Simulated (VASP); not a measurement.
# Si16Ag (a cell with a defect) in VASP: notebook

Si16Ag (a cell with a defect) is run at these levels: LDA; tasks: single point.

Program: VASP 6.6.1. These are calculated values, not measurements. Logs are shortened: lines on timing, memory, paths and dates and some standing lists are left out, and cuts for length are marked.

## Step 1: The cell of the first run

The cell holds a defect, 17 atoms: a = 7.640 Å, b = 7.640 Å, c = 7.640 Å, α = 60.00°, β = 60.00°, γ = 60.00°.

## Step 2: Single point, LDA

Input file INCAR:

```
SYSTEM = Si16Ag
PREC = Accurate
ENCUT = 520
EDIFF = 1E-7
ISMEAR = 0
SIGMA = 0.02
LREAL = Auto
LASPH = .True.
NELM = 60
ALGO = Normal
ISIF = 2
LWAVE = .False.
LCHARG = .False.
NBANDS = 52
NELECT = 74.0
```

Input file KPOINTS:

```
regular mesh
0
Gamma
  3 3 3
  0 0 0
```

Input file POSCAR:

```
Si16Ag
1.0
    0.0000000000      5.4019422852     -5.4019422852
    5.4019422852      5.4019422852      0.0000000000
    5.4019422852      0.0000000000     -5.4019422852
Si Ag
16 1
Direct
    0.1188272599      0.1409778113      0.1210207302
    0.1248229737      0.6210093190      0.1249805097
    0.6138654997      0.1407328994      0.1221466216
    0.6156883625      0.6549447982      0.1109613854
    0.1198244013      0.1235336227      0.6297222962
    0.1271395479      0.6209884006      0.6286976648
    0.6159574324      0.1407983388      0.6208773295
    0.6164191182      0.6210357910      0.6298548412
    0.2544444993      0.7498944428      0.2484188888
    0.2434475288      0.2492028661      0.2585217365
    0.7427282241      0.7501055706      0.2500195168
    0.7329184191      0.2919312937      0.2373218617
    0.2444495758      0.7513822410      0.7529961050
    0.2450669463      0.2489440703      0.7504468367
    0.7463672855      0.7517957034      0.7493228891
    0.7483865592      0.2488838142      0.7513741883
   -0.1334577383     -0.0931250231      0.3579556941
```

Potentials or basis: VASP PAW LDA potentials, release 64 (Si, Ag).

Command:

```
> cat potpaw_LDA.64/Si/POTCAR potpaw_LDA.64/Ag/POTCAR > POTCAR
> mpirun -np 1 vasp_std > vasp.out
```

OUTCAR:

```text
SYSTEM = Si16Ag
   PREC = Accurate
   ENCUT = 520
   EDIFF = 1E-7
   ISMEAR = 0
   LREAL = Auto
   LASPH = .True.
   NELM = 60
   ISIF = 2
   NELECT = 74.0

 ion  position               nearest neighbor table
   1  0.119  0.141  0.121-  10 2.31  14 2.31  12 2.41   9 2.44  17 2.63
   2  0.125  0.621  0.125-  10 2.32  13 2.32   9 2.38  11 2.38  17 2.81
   3  0.614  0.141  0.122-  10 2.31  16 2.32  12 2.41  11 2.44  17 2.64
   4  0.616  0.655  0.111-   9 2.26  11 2.26  15 2.26  12 2.26
   5  0.120  0.124  0.630-  10 2.32  14 2.32  16 2.32  13 2.32
   6  0.127  0.621  0.629-  13 2.32  14 2.32   9 2.37  15 2.38  17 2.87
   7  0.616  0.141  0.621-  14 2.32  16 2.32  12 2.40  15 2.43  17 2.69
   8  0.616  0.621  0.630-  13 2.32  16 2.32  11 2.37  15 2.37  17 2.90
   9  0.254  0.750  0.248-   4 2.26   6 2.37   2 2.38  17 2.43   1 2.44
  10  0.243  0.249  0.259-   1 2.31   3 2.31   5 2.32   2 2.32
  11  0.743  0.750  0.250-   4 2.26   8 2.37   2 2.38  17 2.43   3 2.44
  12  0.733  0.292  0.237-   4 2.26   7 2.40  17 2.40   3 2.41   1 2.41
  13  0.244  0.751  0.753-   8 2.32   2 2.32   6 2.32   5 2.32
  14  0.245  0.249  0.750-   1 2.31   7 2.32   5 2.32   6 2.32
  15  0.746  0.752  0.749-   4 2.26   8 2.37   6 2.38   7 2.43  17 2.45
  16  0.748  0.249  0.751-   3 2.32   7 2.32   5 2.32   8 2.32
  17  0.867  0.907  0.358-  12 2.40   9 2.43  11 2.43  15 2.45   1 2.63   3 2.64   7 2.69   2 2.81
                             6 2.87   8 2.90

  LATTYP: Found a face centered cubic cell.
 ALAT       =    10.8038845704

  Lattice vectors:

 A1 = (   0.0000000000,   5.4019422852,  -5.4019422852)
 A2 = (   5.4019422852,   5.4019422852,   0.0000000000)
 A3 = (   5.4019422852,   0.0000000000,  -5.4019422852)

Analysis of symmetry for initial positions (statically):
=====================================================================
 Subroutine PRICEL returns:
 Original cell was already a primitive cell.

 Routine SETGRP: Setting up the symmetry group for a
 face centered cubic supercell.

 Subroutine GETGRP returns: Found  1 space group operations
 (whereof  1 operations were pure point group operations)
 out of a pool of 48 trial point group operations.

The static configuration has the point symmetry C_1 .

Analysis of symmetry for dynamics (positions and initial velocities):
=====================================================================
 Subroutine PRICEL returns:
 Original cell was already a primitive cell.

 Routine SETGRP: Setting up the symmetry group for a
 face centered cubic supercell.

 Subroutine GETGRP returns: Found  1 space group operations
 (whereof  1 operations were pure point group operations)
 out of a pool of 48 trial point group operations.

The dynamic configuration has the point symmetry C_1 .

 Subroutine INISYM returns: Found  1 space group operations
 (whereof  1 operations are pure point group operations),
 and found     1 'primitive' translations

----------------------------------------------------------------------------------------

                                     Primitive cell

  volume of cell :     315.2679

  direct lattice vectors                    reciprocal lattice vectors
     0.000000000  5.401942285 -5.401942285    -0.092559301  0.092559301 -0.092559301
     5.401942285  5.401942285  0.000000000     0.092559301  0.092559301  0.092559301
     5.401942285  0.000000000 -5.401942285     0.092559301 -0.092559301 -0.092559301

  length of vectors
     7.639500043  7.639500043  7.639500043     0.160317411  0.160317411  0.160317411

  position of ions in fractional coordinates (direct lattice)
     0.118827260  0.140977811  0.121020730
     0.124822974  0.621009319  0.124980510
     0.613865500  0.140732899  0.122146622
     0.615688363  0.654944798  0.110961385
     0.119824401  0.123533623  0.629722296
     0.127139548  0.620988401  0.628697665
[... 9 lines left out ...]
     0.748386559  0.248883814  0.751374188
     0.866542262  0.906874977  0.357955694

  ion indices of the primitive-cell ions
   primitive index   ion index
                 1           1
                 2           2
                 3           3
                 4           4
                 5           5
                 6           6
[... 9 lines left out ...]
                16          16
                17          17

----------------------------------------------------------------------------------------

 KPOINTS: regular mesh

Automatic generation of k-mesh.
 Grid dimensions read from file:
 generate k-points for:    3    3    3

 Generating k-lattice:

  Cartesian coordinates                     Fractional coordinates (reciprocal lattice)
    -0.030853100  0.030853100 -0.030853100     0.333333333  0.000000000  0.000000000
     0.030853100  0.030853100  0.030853100     0.000000000  0.333333333  0.000000000
     0.030853100 -0.030853100 -0.030853100     0.000000000  0.000000000  0.333333333

  Length of vectors
     0.053439137  0.053439137  0.053439137

  Shift w.r.t. Gamma in fractional coordinates (k-lattice)
     0.000000000  0.000000000  0.000000000

 Subroutine IBZKPT returns following result:
 ===========================================

 Found     14 irreducible k-points:

 Following reciprocal coordinates:
            Coordinates               Weight
  0.000000  0.000000  0.000000      1.000000
  0.333333  0.000000  0.000000      2.000000
  0.000000  0.333333  0.000000      2.000000
  0.000000  0.000000  0.333333      2.000000
  0.333333  0.333333  0.333333      2.000000
  0.333333  0.333333  0.000000      2.000000
  0.000000  0.333333  0.333333      2.000000
  0.333333  0.000000  0.333333      2.000000
 -0.333333  0.333333  0.000000      2.000000
  0.000000 -0.333333  0.333333      2.000000
  0.333333  0.000000 -0.333333      2.000000
  0.333333  0.333333 -0.333333      2.000000
 -0.333333  0.333333 -0.333333      2.000000
  0.333333 -0.333333 -0.333333      2.000000
   k-points           NKPTS =     14   k-points in BZ     NKDIM =     14   number of bands    NBANDS=     52
   number of dos      NEDOS =    301   number of ions     NIONS =     17
   total plane-waves  NPLWV = 216000
   dimension x,y,z NGX =    60 NGY =   60 NGZ =   60
   dimension x,y,z NGXF=   120 NGYF=  120 NGZF=  120
   ions per type =              16   1
   NGX,Y,Z   is equivalent  to a cutoff of  13.06, 13.06, 13.06 a.u.
   NGXF,Y,Z  is equivalent  to a cutoff of  26.11, 26.11, 26.11 a.u.
 SYSTEM =  Si16Ag
   PREC   = accura    normal or accurate (medium, high low for compatibility)
   ISTART =      0    job   : 0-new  1-cont  2-samecut
   ICHARG =      2    charge: 1-file 2-atom 10-const
   ISPIN  =      1    spin polarized calculation?
   LNONCOLLINEAR =      F non collinear calculations
   LSORBIT =      F    spin-orbit coupling
   LASPH  =      T    aspherical Exc in radial PAW
   ENCUT  =  520.0 eV  38.22 Ry    6.18 a.u.  14.20 14.20 14.20*2*pi/ulx,y,z
   NELM   =     60;   NELMIN=  2; NELMDL= -5     # of ELM steps
   EDIFF  = 0.1E-06   stopping-criterion for ELM
   LREAL  =      T    real-space projection
   EDIFFG = 0.1E-05   stopping-criterion for IOM
   NSW    =      0    number of steps for IOM
   IBRION =     -1    ionic relax: 0-MD 1-quasi-New 2-CG
   NFREE  =      0    steps in history (QN), initial steepest desc. (CG)
   ISIF   =      2    stress and relaxation
   ISYM   =      2    0-nonsym 1-usesym 2-fastsym
   POTIM  = 0.5000    time-step for ionic-motion
   TEBEG  =    0.0;   TEEND  =   0.0 temperature during run
   PSTRESS=    0.0 pullay stress
   NELECT =      74.0000    total number of electrons
   NUPDOWN=      -1.0000    fix difference up-down
   EMIN   =  10.00;   EMAX   =-10.00  energy-range for DOS
   EFERMI =   0.00;   METHOD = LEGACY
   ISMEAR =     0;   SIGMA  =   0.02  broadening in eV -4-tet -1-fermi 0-gaus
   EFERMI_NEDOS =   21; number of points for ismear=-14 and -15
   IALGO  =     38    algorithm
   IMIX   =      4    mixing-type and parameters
     AMIX     =   0.40;   BMIX     =  1.00
     AMIX_MAG =   1.60;   BMIX_MAG =  1.00
  volume/ion in A,a.u.               =      18.55       125.15
  Fermi-wavevector in a.u.,A,eV,Ry     =   1.009854  1.908348 13.875304  1.019806
  Thomas-Fermi vector in A             =   2.142808
   LORBIT       =      0    0 simple, 1 ext, 2 COOP (PROOUT), +10 PAW based schemes
   GGA     = CA    functional components
   LHFCALC =     F    Hartree Fock is set to
   AEXX    =    0.0000 exact exchange contribution
   IVDW    =     0    specifies the selected vdW correction
   LEPSILON=     F    determine dielectric tensor
   LRPA    =     F    only Hartree local field effects (RPA)
 non-spin polarized calculation
 Gauss-broadening in eV      SIGMA  =   0.02
  energy-cutoff  :      520.00
  volume of cell :      315.27
 maximum number of plane-waves:      8492
 NGX is ok and might be reduce to    60
   NGX = 29   NGY = 29   NGZ = 29

 number of electron      73.9999998 magnetization

 Free energy of the ion-electron system (eV)
  ---------------------------------------------------
  ext. energy  EPLUGINS =         0.00000000
  ---------------------------------------------------
  free energy    TOTEN  =      -103.67325577 eV

  energy without entropy =     -103.67325577  energy(sigma->0) =     -103.67325577

 E-fermi :   6.6376     XC(G=0):  -9.9652

 val. band max:        6.5352066984   @ k =   0.0000   0.0000   0.0000
 cond. band min:       6.7988429031   @ k =   0.0000   0.0000   0.0000
 fundamental gap:      0.2636362048
 Fermi energy:         6.6376327730

 k-point     1 :       0.0000    0.0000    0.0000
  band No.  band energies     occupation
      1      -5.7183      2.00000
      2      -3.3592      2.00000
      3      -3.2840      2.00000
      4      -3.2775      2.00000
      5      -3.2744      2.00000
      6      -1.8819      2.00000
[... 41 lines left out ...]
     48       8.9846      0.00000
     49       9.1488      0.00000
[... 674 lines left out ...]
     48      10.1295      0.00000
     49      10.1445      0.00000
 [bands above 49 left out]

------------------------ aborting loop because EDIFF is reached ----------------------------------------

  FORCE on cell =-STRESS in cart. coord.  units (eV):
  Direction    XX          YY          ZZ          XY          YZ          ZX
  --------------------------------------------------------------------------------------
  -------------------------------------------------------------------------------------
  Total       -2.1670842     -1.9595037     -2.0144617      0.1572220     -0.0347039      0.2295353
  in kB      -11.0130233     -9.9581087    -10.2374027      0.7989949     -0.1763634      1.1664880
  external PRESSURE =     -10.4028449 kB  Pullay stress =       0.0000000 kB

 VOLUME and BASIS-vectors are now :
 -----------------------------------------------------------------------------
  energy-cutoff  :      520.00
  volume of cell :      315.27
      direct lattice vectors                 reciprocal lattice vectors
     0.000000000  5.401942285 -5.401942285    -0.092559301  0.092559301 -0.092559301
     5.401942285  5.401942285  0.000000000     0.092559301  0.092559301  0.092559301
     5.401942285  0.000000000 -5.401942285     0.092559301 -0.092559301 -0.092559301

 POSITION                                       TOTAL-FORCE (eV/Angst)
 -----------------------------------------------------------------------------------
      1.41530      1.40345     -1.29564        -0.007742     -0.002769     -0.005729
      4.02979      4.02894     -1.34942        -0.000348     -0.003103     -0.002220
      1.42006      4.07630     -3.97590        -0.007534      0.001857     -0.003385
      4.13738      6.86389     -3.92532        -0.000861     -0.003317     -0.000743
      4.06904      1.31461     -4.04901        -0.001042     -0.001483     -0.001249
      6.75073      4.04134     -4.08299        -0.000596     -0.000651     -0.001016
[... 9 lines left out ...]
      5.40334      5.38720     -8.10162         0.001824      0.003257      0.002047
      6.83254      9.57990     -6.61467        -0.003053     -0.002131     -0.001458
 -----------------------------------------------------------------------------------
    total drift:                               -0.002892      0.002292     -0.006536

  FREE ENERGIE OF THE ION-ELECTRON SYSTEM (eV)
  ---------------------------------------------------
  free  energy   TOTEN  =      -103.6732557667 eV

  energy  without entropy=     -103.6732557667  energy(sigma->0) =     -103.67325577
```

It took 7.8 min on 1 thread of Intel Xeon Platinum 8488C (Sapphire Rapids), shared host; peak memory 0.42 GiB.

What came out:

- Free energy: -103.6733 eV
- Largest force: 0.017 eV/Å

Forces on the atoms (eV/Å):
```
Si  -0.008 -0.003 -0.006
Si   0.000 -0.003 -0.002
Si  -0.008  0.002 -0.003
Si  -0.001 -0.003 -0.001
Si  -0.001 -0.001 -0.001
Si  -0.001 -0.001 -0.001
Si  -0.005  0.000 -0.008
Si  -0.004  0.001 -0.005
Si  -0.003  0.009 -0.004
Si   0.003  0.002  0.004
Si  -0.003 -0.004  0.013
Si   0.011  0.005  0.012
Si   0.003  0.001  0.002
Si   0.004  0.000  0.003
Si   0.014 -0.005 -0.003
Si   0.002  0.003  0.002
Ag  -0.003 -0.002 -0.001
```

Levels at points of the mesh, in eV from the Fermi level:
| k point | band 33 | band 34 | band 35 | band 36 | band 37 | band 38 | band 39 | band 40 | band 41 | band 42 |
| --- | --- | --- | --- | --- | --- | --- | --- | --- | --- | --- |
| (0.00, 0.00, 0.00) | -0.65 | -0.63 | -0.34 | -0.14 | -0.10 | 0.16 | 0.54 | 0.55 | 0.67 | 0.68 |

Caveat: the cell carries a net charge on a neutralising background, which shifts energy and pressure; the cell is charged against a uniform background, so pressure and absolute levels hang on convention.

## Step 3: Single point, LDA (with an interstitial atom, then relaxed in part)

Input file INCAR:

```
ALGO = Normal ; EDIFF = 1E-6
ENCUT = 520 ; GGA = CA
ISIF = 2 ; ISMEAR = 0
LASPH = True ; LCHARG = False
LREAL = Auto ; LWAVE = False
NBANDS = 52 ; NELECT = 74.0
NELM = 60 ; PREC = Accurate
SIGMA = 0.02
```

Input file KPOINTS:

```
k-points
0
Gamma
  3 3 3
```

Input file POSCAR:

```
Si16Ag
1.0
    0.0000000000      5.4019422852     -5.4019422852
    5.4019422852      5.4019422852      0.0000000000
    5.4019422852      0.0000000000     -5.4019422852
Si Ag
16 1
Direct
    0.1322717557      0.1277424822      0.1257201599
    0.1320605767      0.6178379521      0.1241195898
    0.5902349113      0.1371561765      0.1368172229
    0.6329633498      0.6261568101      0.1156172759
    0.1303703675      0.1224706651      0.6248161801
    0.1307839051      0.6238126024      0.6211430702
    0.6332221533      0.1194425756      0.6236922429
    0.6332824012      0.6236292351      0.6227648781
    0.2611567883      0.7457975294      0.2491585393
    0.2272212780      0.2565792725      0.2631777317
    0.7414332736      0.7517297230      0.2519924948
    0.7411883772      0.2558104314      0.2531183202
    0.2611304390      0.7422943872      0.7442842461
    0.2611778189      0.2518103391      0.7454413101
    0.7586325080      0.7480649854      0.7444167738
    0.7413678484      0.2526178740      0.7532616849
   -0.0247088339      0.0063577469      0.0161833115
```

Potentials or basis: VASP PAW LDA potentials, release 64 (Si, Ag).

Command:

```
> cat potpaw_LDA.64/Si/POTCAR potpaw_LDA.64/Ag/POTCAR > POTCAR
> mpirun -np 1 vasp_std > vasp.out
```

Run time: 4.1 min. Hardware: 1 thread of Intel Xeon 6975P-C (Granite Rapids), shared host; peak memory 0.42 GiB.

The run converged. Its results:

| Item | Value |
| --- | --- |
| Free energy | -103.6734 eV |
| Largest force | 0.020 eV/Å |

Forces on the atoms (eV/Å):
```
Si   0.012  0.003 -0.004
Si  -0.006 -0.015 -0.003
Si   0.004 -0.015  0.013
Si   0.001 -0.004  0.005
Si  -0.006  0.004  0.013
Si   0.001 -0.002  0.000
Si   0.001 -0.001  0.003
Si   0.001 -0.002  0.000
Si  -0.003  0.004 -0.001
Si  -0.003  0.002 -0.004
Si   0.003  0.003 -0.007
Si  -0.003  0.005 -0.005
Si   0.001  0.006 -0.005
Si  -0.001  0.000 -0.001
Si   0.000  0.003 -0.002
Si   0.000  0.008 -0.002
Ag  -0.002  0.001  0.000
```

Levels at points of the mesh, in eV from the Fermi level:
```tsv
k point	band 33	band 34	band 35	band 36	band 37	band 38	band 39	band 40	band 41	band 42
(0.00, 0.00, 0.00)	-0.65	-0.63	-0.34	-0.14	-0.10	0.16	0.54	0.55	0.67	0.68
```

Caveat: the cell carries a net charge on a neutralising background, which shifts energy and pressure; the cell differs from its parent crystal (with an interstitial atom, then relaxed in part); the cell is charged against a uniform background, so pressure and absolute levels hang on convention.

(Continued in part 2 of 2.)
